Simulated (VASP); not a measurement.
# MgO (P-6m2) in VASP: further runs

Aim: see how the results for MgO move with the level of theory and the settings. Levels: LDA, RPBE, PBE+U, PBE+D3(BJ). Tasks: single point.

Program: VASP 6.6.1. These are calculated values, not measurements. Logs are shortened: lines on timing, memory, paths and dates and some standing lists are left out, and cuts for length are marked.

### 1 The cell of the first run

It takes space group P-6m2 (No. 187, hexagonal). The conventional cell has a = 2.938 Å, b = 2.938 Å, c = 2.680 Å, α = 90.00°, β = 90.00°, γ = 120.00°. Within 3.0 Å of Mg (site symmetry -6m2) lie 6 O at 2.16 Å and 8 Mg at 2.68 to 2.94 Å. O (site symmetry -6m2) has 6 Mg at 2.16 Å and 8 O at 2.68 to 2.94 Å within 3.0 Å.

### 2 Single point, LDA, collinear spin

INCAR reads:

```
SYSTEM = MgO
  PREC = Accurate
  ENCUT = 840
  EDIFF = 1E-6
  ISMEAR = 0
  SIGMA = 0.1
  LREAL = .False.
  LASPH = .True.
  NELM = 200
  ALGO = Normal
  ISIF = 2
  LWAVE = .False.
  LCHARG = .False.
  ISPIN = 2
  MAGMOM = -3 0
  LORBIT = 11
  NBANDS = 19
  GGA_COMPAT = .False.
```

KPOINTS reads:

```
Automatic mesh
0
Gamma
  4 4 3
  0 0 0
```

POSCAR reads:

```
MgO
1.0
    2.9380209034      0.0000000000      0.0000000000
   -1.4690104517      2.5444007392      0.0000000000
    0.0000000000      0.0000000000      2.6796800000
Mg O
1 1
Direct
    0.0000000000      0.0000000000      0.0000000000
    0.3333333333      0.6666666667      0.5000000000
```

Potentials or basis: VASP PAW LDA potentials, release 64 (Mg_sv, O).

The run is started by

```console
> cat potpaw_LDA.64/Mg_sv/POTCAR potpaw_LDA.64/O/POTCAR > POTCAR
> mpirun -np 1 vasp_std > vasp.out
```

OUTCAR:

```text
SYSTEM = MgO
   PREC = Accurate
   ENCUT = 840
   EDIFF = 1E-6
   ISMEAR = 0
   LREAL = .False.
   LASPH = .True.
   NELM = 200
   ISIF = 2
   ISPIN = 2
   LORBIT = 11

 ion  position               nearest neighbor table
   1  0.000  0.000  0.000-
   2  0.333  0.667  0.500-

  LATTYP: Found a hexagonal cell.
 ALAT       =     2.9380209034
 C/A-ratio  =     0.9120697531

  Lattice vectors:

 A1 = (   2.9380209034,   0.0000000000,   0.0000000000)
 A2 = (  -1.4690104517,   2.5444007392,   0.0000000000)
 A3 = (   0.0000000000,   0.0000000000,   2.6796800000)

Analysis of symmetry for initial positions (statically):
=====================================================================
 Subroutine PRICEL returns:
 Original cell was already a primitive cell.

 Routine SETGRP: Setting up the symmetry group for a
 hexagonal supercell.

 Subroutine GETGRP returns: Found 12 space group operations
 (whereof 12 operations were pure point group operations)
 out of a pool of 24 trial point group operations.

The static configuration has the point symmetry D_3h.

Analysis of symmetry for dynamics (positions and initial velocities):
=====================================================================
 Subroutine PRICEL returns:
 Original cell was already a primitive cell.

 Routine SETGRP: Setting up the symmetry group for a
 hexagonal supercell.

 Subroutine GETGRP returns: Found 12 space group operations
 (whereof 12 operations were pure point group operations)
 out of a pool of 24 trial point group operations.

The dynamic configuration has the point symmetry D_3h.

Analysis of structural, dynamic, and magnetic symmetry:
=====================================================================
 Subroutine PRICEL returns:
 Original cell was already a primitive cell.

 Routine SETGRP: Setting up the symmetry group for a
 hexagonal supercell.

 Subroutine GETGRP returns: Found 12 space group operations
 (whereof 12 operations were pure point group operations)
 out of a pool of 24 trial point group operations.

The overall configuration has the point symmetry D_3h.

 Subroutine INISYM returns: Found 12 space group operations
 (whereof 12 operations are pure point group operations),
 and found     1 'primitive' translations

----------------------------------------------------------------------------------------

                                     Primitive cell

  volume of cell :      20.0320

  direct lattice vectors                    reciprocal lattice vectors
     2.938020903  0.000000000  0.000000000     0.340365175  0.196509926  0.000000000
    -1.469010452  2.544400739  0.000000000     0.000000000  0.393019851  0.000000000
     0.000000000  0.000000000  2.679680000     0.000000000  0.000000000  0.373178887

  length of vectors
     2.938020903  2.938020903  2.679680000     0.393019851  0.393019851  0.373178887

  position of ions in fractional coordinates (direct lattice)
     0.000000000  0.000000000  0.000000000
     0.333333333  0.666666667  0.500000000

  ion indices of the primitive-cell ions
   primitive index   ion index
                 1           1
                 2           2

----------------------------------------------------------------------------------------

 KPOINTS: Automatic mesh

Automatic generation of k-mesh.
 Grid dimensions read from file:
 generate k-points for:    4    4    3

 Generating k-lattice:

  Cartesian coordinates                     Fractional coordinates (reciprocal lattice)
     0.085091294  0.049127481  0.000000000     0.250000000  0.000000000  0.000000000
     0.000000000  0.098254963  0.000000000     0.000000000  0.250000000  0.000000000
     0.000000000  0.000000000  0.124392962     0.000000000  0.000000000  0.333333333

  Length of vectors
     0.098254963  0.098254963  0.124392962

  Shift w.r.t. Gamma in fractional coordinates (k-lattice)
     0.000000000  0.000000000  0.000000000

 Subroutine IBZKPT returns following result:
 ===========================================

 Found      8 irreducible k-points:

 Following reciprocal coordinates:
            Coordinates               Weight
  0.000000  0.000000  0.000000      1.000000
  0.250000  0.000000  0.000000      6.000000
  0.500000  0.000000  0.000000      3.000000
  0.250000  0.250000  0.000000      6.000000
  0.000000  0.000000  0.333333      2.000000
  0.250000  0.000000  0.333333     12.000000
  0.500000  0.000000  0.333333      6.000000
  0.250000  0.250000  0.333333     12.000000
   k-points           NKPTS =      8   k-points in BZ     NKDIM =      8   number of bands    NBANDS=     19
   number of dos      NEDOS =    301   number of ions     NIONS =      2
   total plane-waves  NPLWV =  21952
   dimension x,y,z NGX =    28 NGY =   28 NGZ =   28
   dimension x,y,z NGXF=    56 NGYF=   56 NGZF=   56
   ions per type =               1   1
   NGX,Y,Z   is equivalent  to a cutoff of  15.84, 15.84, 17.37 a.u.
   NGXF,Y,Z  is equivalent  to a cutoff of  31.69, 31.69, 34.74 a.u.
 SYSTEM =  MgO
   PREC   = accura    normal or accurate (medium, high low for compatibility)
   ISTART =      0    job   : 0-new  1-cont  2-samecut
   ICHARG =      2    charge: 1-file 2-atom 10-const
   ISPIN  =      2    spin polarized calculation?
   LNONCOLLINEAR =      F non collinear calculations
   LSORBIT =      F    spin-orbit coupling
   LASPH  =      T    aspherical Exc in radial PAW
   ENCUT  =  840.0 eV  61.74 Ry    7.86 a.u.   6.94  6.94  6.33*2*pi/ulx,y,z
   NELM   =    200;   NELMIN=  2; NELMDL= -5     # of ELM steps
   EDIFF  = 0.1E-05   stopping-criterion for ELM
   LREAL  =      F    real-space projection
   EDIFFG = 0.1E-04   stopping-criterion for IOM
   NSW    =      0    number of steps for IOM
   IBRION =     -1    ionic relax: 0-MD 1-quasi-New 2-CG
   NFREE  =      0    steps in history (QN), initial steepest desc. (CG)
   ISIF   =      2    stress and relaxation
   ISYM   =      2    0-nonsym 1-usesym 2-fastsym
   POTIM  = 0.5000    time-step for ionic-motion
   TEBEG  =    0.0;   TEEND  =   0.0 temperature during run
   PSTRESS=    0.0 pullay stress
   NELECT =      16.0000    total number of electrons
   NUPDOWN=      -1.0000    fix difference up-down
   EMIN   =  10.00;   EMAX   =-10.00  energy-range for DOS
   EFERMI =   0.00;   METHOD = LEGACY
   ISMEAR =     0;   SIGMA  =   0.10  broadening in eV -4-tet -1-fermi 0-gaus
   EFERMI_NEDOS =   21; number of points for ismear=-14 and -15
   IALGO  =     38    algorithm
   IMIX   =      4    mixing-type and parameters
     AMIX     =   0.40;   BMIX     =  1.00
     AMIX_MAG =   1.60;   BMIX_MAG =  1.00
  volume/ion in A,a.u.               =      10.02        67.59
  Fermi-wavevector in a.u.,A,eV,Ry     =   1.518939  2.870379 31.391038  2.307176
  Thomas-Fermi vector in A             =   2.627992
   LORBIT       =     11    0 simple, 1 ext, 2 COOP (PROOUT), +10 PAW based schemes
   GGA     = CA    functional components
   LHFCALC =     F    Hartree Fock is set to
   AEXX    =    0.0000 exact exchange contribution
   IVDW    =     0    specifies the selected vdW correction
   LEPSILON=     F    determine dielectric tensor
   LRPA    =     F    only Hartree local field effects (RPA)
 spin polarized calculation
 Gauss-broadening in eV      SIGMA  =   0.10
  energy-cutoff  :      840.00
  volume of cell :       20.03
 maximum number of plane-waves:      1135
 NGX is ok and might be reduce to    28
   NGX = 13   NGY = 13   NGZ = 13

 number of electron      16.0000010 magnetization      -0.0031138

 number of electron      16.0000010 magnetization       0.0001035

 Free energy of the ion-electron system (eV)
  ---------------------------------------------------
  ext. energy  EPLUGINS =         0.00000000
  ---------------------------------------------------
  free energy    TOTEN  =       -12.44427779 eV

  energy without entropy =      -12.44427779  energy(sigma->0) =      -12.44427779

 E-fermi :   3.3197     XC(G=0): -11.5446

 val. band max:        2.7147251400   @ k =   0.2500   0.2500   0.0000
 cond. band min:       5.6804717486   @ k =   0.0000   0.0000   0.0000
 fundamental gap:      2.9657466087
 Fermi energy:         3.3196635071

 spin component 1

 k-point     1 :       0.0000    0.0000    0.0000
  band No.  band energies     occupation
      1     -69.6857      1.00000
      2     -37.1601      1.00000
      3     -37.1601      1.00000
      4     -37.1017      1.00000
      5     -14.4006      1.00000
      6       2.1438      1.00000
[... 11 lines left out ...]
     18      30.9953      0.00000
     19      35.5544      0.00000
[... 133 lines left out ...]
 k-point     8 :       0.2500    0.2500    0.3333
  band No.  band energies     occupation
      1     -69.6694      1.00000
      2     -37.2067      1.00000
      3     -37.1803      1.00000
      4     -37.1780      1.00000
      5     -12.7419      1.00000
      6      -0.5991      1.00000
[... 11 lines left out ...]
     18      33.8171      0.00000
     19      36.7489      0.00000
 Fermi energy:         3.3196635071

 spin component 2

 k-point     1 :       0.0000    0.0000    0.0000
  band No.  band energies     occupation
      1     -69.6857      1.00000
      2     -37.1601      1.00000
      3     -37.1601      1.00000
      4     -37.1017      1.00000
      5     -14.4005      1.00000
      6       2.1438      1.00000
[... 11 lines left out ...]
     18      30.9953      0.00000
     19      35.5545      0.00000
[... 133 lines left out ...]
 k-point     8 :       0.2500    0.2500    0.3333
  band No.  band energies     occupation
      1     -69.6694      1.00000
      2     -37.2067      1.00000
      3     -37.1803      1.00000
      4     -37.1780      1.00000
      5     -12.7418      1.00000
      6      -0.5990      1.00000
[... 11 lines left out ...]
     18      33.8172      0.00000
     19      36.7489      0.00000

------------------------ aborting loop because EDIFF is reached ----------------------------------------

  FORCE on cell =-STRESS in cart. coord.  units (eV):
  Direction    XX          YY          ZZ          XY          YZ          ZX
  --------------------------------------------------------------------------------------
  -------------------------------------------------------------------------------------
  Total       -1.0796631     -1.0796631     -1.1933532     -0.0000000      0.0000000      0.0000000
  in kB      -86.3526149    -86.3526149    -95.4456739     -0.0000000      0.0000000      0.0000000
  external PRESSURE =     -89.3836345 kB  Pullay stress =       0.0000000 kB

 VOLUME and BASIS-vectors are now :
 -----------------------------------------------------------------------------
  energy-cutoff  :      840.00
  volume of cell :       20.03
      direct lattice vectors                 reciprocal lattice vectors
     2.938020903  0.000000000  0.000000000     0.340365175  0.196509926  0.000000000
    -1.469010452  2.544400739  0.000000000     0.000000000  0.393019851  0.000000000
     0.000000000  0.000000000  2.679680000     0.000000000  0.000000000  0.373178887

 POSITION                                       TOTAL-FORCE (eV/Angst)
 -----------------------------------------------------------------------------------
      0.00000      0.00000      0.00000        -0.000000      0.000000      0.000000
     -0.00000      1.69627      1.33984         0.000000      0.000000      0.000000
 -----------------------------------------------------------------------------------
    total drift:                                0.000000     -0.000000     -0.000000

  FREE ENERGIE OF THE ION-ELECTRON SYSTEM (eV)
  ---------------------------------------------------
  free  energy   TOTEN  =       -12.4442777866 eV

  energy  without entropy=      -12.4442777866  energy(sigma->0) =      -12.44427779

 total charge

# of ion       s       p       d       tot
------------------------------------------
    1        2.074   6.003   0.036   8.113
    2        1.527   3.504   0.000   5.031
--------------------------------------------------
tot          3.601   9.507   0.036  13.144

 magnetization (x)

# of ion       s       p       d       tot
------------------------------------------
    1        0.000  -0.000  -0.000   0.000
    2       -0.000  -0.000   0.000  -0.000
--------------------------------------------------
tot         -0.000  -0.000  -0.000  -0.000
```

Run time: 12 s. Hardware: 1 thread of AMD EPYC 7R43 (Zen 3), shared host; peak memory 0.11 GiB.

What came out:

* Free energy: -12.4443 eV
* Pressure: -8.9 GPa
* Band gap on the k mesh: 2.97 eV (least direct gap 3.32 eV)
* Net moment: 0.00 μB per cell
* Valence electrons inside the program's atomic spheres: Mg 8.11; O 5.03

Stress tensor (GPa, compression positive):
```
-8.64  0.00  0.00
 0.00 -8.64  0.00
 0.00  0.00 -9.54
```

Levels at points of the mesh, in eV from the valence-band top:
Spin up:
| k point | band 5 | band 6 | band 7 | band 8 | band 9 | band 10 | band 11 | band 12 |
| --- | --- | --- | --- | --- | --- | --- | --- | --- |
| (0.00, 0.00, 0.00) | -17.12 | -0.57 | -0.57 | -0.36 | 2.97 | 11.63 | 15.30 | 15.30 |
| (0.50, 0.00, 0.00) | -16.01 | -4.92 | -1.29 | 0.00 | 6.45 | 10.39 | 12.89 | 17.51 |
Spin down:
```tsv
k point	band 5	band 6	band 7	band 8	band 9	band 10	band 11	band 12
(0.00, 0.00, 0.00)	-17.12	-0.57	-0.57	-0.36	2.97	11.63	15.30	15.30
(0.50, 0.00, 0.00)	-16.01	-4.92	-1.29	0.00	6.45	10.39	12.89	17.51
```

Caveat: the k points lie up to 0.78 Å⁻¹ apart.

### 3 Single point, RPBE

INCAR reads:

```
SYSTEM = MgO
  PREC = Accurate
  ENCUT = 840
  EDIFF = 1E-6
  ISMEAR = 0
  SIGMA = 0.1
  LREAL = .False.
  LASPH = .True.
  NELM = 120
  ALGO = Normal
  ISIF = 2
  LWAVE = .False.
  LCHARG = .False.
  GGA = RP
  NBANDS = 15
  GGA_COMPAT = .False.
```

KPOINTS reads:

```
regular mesh
0
Gamma
  6 6 6
  0 0 0
```

POSCAR is that of step 2.

Potentials or basis: VASP PAW PBE potentials, release 64 (Mg_sv, O).

The run is started by

```console
> cat potpaw_PBE.64/Mg_sv/POTCAR potpaw_PBE.64/O/POTCAR > POTCAR
> mpirun -np 1 vasp_std > vasp.out
```

Wall time 14 s (1 thread of Intel Xeon Platinum 8259CL at 2.50GHz (Skylake/Cascade Lake), shared host); peak memory 0.16 GiB.

The run converged. Its results:

```
Free energy            : -10.5481 eV
Pressure               : 4.2 GPa
Band gap on the k mesh : 3.12 eV (least direct gap 3.51 eV)
```

Stress tensor (GPa, compression positive):
```
3.97 0.00 0.00
0.00 3.97 0.00
0.00 0.00 4.74
```

Levels at points of the mesh, in eV from the valence-band top:
```tsv
k point	band 6	band 7	band 8	band 9	band 10	band 11
(0.00, 0.00, 0.00)	-0.60	-0.60	-0.39	3.12	11.98	15.73
(0.50, 0.00, 0.00)	-4.83	-1.30	-0.05	6.72	10.69	13.20
(0.00, 0.00, 0.50)	-5.29	-0.10	-0.10	8.39	9.14	17.69
(0.50, 0.00, 0.50)	-3.68	-3.32	-0.82	5.98	11.54	14.19
```

Caveat: the cell stands under pressure; the PAW data sets were made with another functional, which shifts forces and pressure a little. A k mesh can miss the band edges.

### 4 Single point, PBE+U

INCAR reads:

```
PREC = Accurate ; ENCUT = 840
EDIFF = 1E-6 ; ISMEAR = 0
SIGMA = 0.1 ; LREAL = F
LASPH = T ; NELM = 200
ALGO = Normal ; ISIF = 2
LWAVE = F ; LCHARG = F
LDAU = T ; LDAUTYPE = 2
LDAUL = -1 1 ; LDAUU = 0 5.9
LDAUJ = 0 0 ; LDAUPRINT = 1
GGA = PE ; NBANDS = 15
GGA_COMPAT = F
```

KPOINTS reads:

```
regular mesh
0
Gamma
  6 6 6
```

POSCAR is that of step 3.

The run is started by

```console
> cat potpaw_PBE.64/Mg_sv/POTCAR potpaw_PBE.64/O/POTCAR > POTCAR
> mpirun -np 1 vasp_std > vasp.out
```

Run time: 27 s. Hardware: 1 thread of AMD EPYC, shared host; peak memory 0.12 GiB.

Results (log left out):

* Free energy: -6.9480 eV
* Pressure: -2.7 GPa
* Band gap on the k mesh: 3.31 eV (least direct gap 3.69 eV)

Stress tensor (GPa, compression positive):
```
-2.47  0.00  0.00
 0.00 -2.47  0.00
 0.00  0.00 -3.10
```

Levels at points of the mesh, in eV from the valence-band top:
```csv
k point,band 5,band 6,band 7,band 8,band 9,band 10,band 11,band 12
"(0.00, 0.00, 0.00)",-16.99,-0.57,-0.57,-0.39,3.31,12.12,15.81,15.81
"(0.50, 0.00, 0.00)",-15.92,-4.75,-1.26,-0.05,6.84,10.68,13.35,17.99
"(0.00, 0.00, 0.50)",-15.88,-5.23,-0.07,-0.07,8.57,9.12,17.80,17.80
"(0.50, 0.00, 0.50)",-15.17,-3.63,-3.25,-0.79,6.06,11.67,14.15,15.00
```

A k mesh can miss the band edges.

### 5 Single point, PBE+D3(BJ)

INCAR reads:

```
SYSTEM = MgO
ALGO = Normal
EDIFF = 1E-6
ENCUT = 840
GGA = PE
GGA_COMPAT = .False.
ISIF = 2
ISMEAR = 0
IVDW = 12
LASPH = .True.
LCHARG = .False.
LREAL = .False.
LWAVE = .False.
NBANDS = 15
NELM = 120
PREC = Accurate
SIGMA = 0.1
```

KPOINTS reads:

```
k-points
0
Gamma
  6 6 6
  0 0 0
```

POSCAR is that of step 4.

The run is started by

```console
> cat potpaw_PBE.64/Mg_sv/POTCAR potpaw_PBE.64/O/POTCAR > POTCAR
> mpirun -np 1 vasp_std > vasp.out
```

Wall time 25 s (1 thread of AMD EPYC, shared host); peak memory 0.13 GiB.

The run converged. Its results:

```yaml
Free_energy: -11.7578 eV
Pressure: -4.5 GPa
Band_gap_on_the_k_mesh: 3.01 eV (least direct gap 3.41 eV)
Dispersion_energy_per_atom: -0.274 eV
```

Stress tensor (GPa, compression positive):
```
-4.52  0.00  0.00
 0.00 -4.52  0.00
 0.00  0.00 -4.32
```

Levels at points of the mesh, in eV from the valence-band top:
```csv
k point,band 6,band 7,band 8,band 9,band 10,band 11
"(0.00, 0.00, 0.00)",-0.60,-0.60,-0.40,3.01,11.87,15.58
"(0.50, 0.00, 0.00)",-4.87,-1.31,-0.05,6.61,10.55,13.10
"(0.00, 0.00, 0.50)",-5.34,-0.10,-0.10,8.29,9.02,17.56
"(0.50, 0.00, 0.50)",-3.69,-3.33,-0.82,5.84,11.42,14.00
```

Caveat: three body term missing; the cell stands under tension. A k mesh can miss the band edges.

### 6 The runs side by side

| level | potentials or basis | spin | U | k mesh | gap on the mesh (eV) | pressure (GPa) |
| --- | --- | --- | --- | --- | --- | --- |
| LDA | VASP PAW LDA potentials, release 64 (Mg_sv, O) | collinear | - | 4 × 4 × 3 | 2.97 | -8.9 |
| RPBE | VASP PAW PBE potentials, release 64 (Mg_sv, O) | off | - | 6 × 6 × 6 | 3.12 | 4.2 |
| PBE+U | VASP PAW PBE potentials, release 64 (Mg_sv, O) | off | O p U = 5.9 eV | 6 × 6 × 6 | 3.31 | -2.7 |
| PBE+D3(BJ) | VASP PAW PBE potentials, release 64 (Mg_sv, O) | off | - | 6 × 6 × 6 | 3.01 | -4.5 |

Alike in all rows: task single point; cell as given; cutoff (eV) 840; smearing gaussian 0.1 eV.

Caveats: some runs use coarse meshes; the cell stands under pressure (at least some runs); the PAW data sets were made with another functional, which shifts forces and pressure a little (at least some runs); three body term missing (at least some runs); the cell stands under tension (at least some runs).

Total energies depend on the potentials used, so only differences within one code and one set of settings carry meaning.
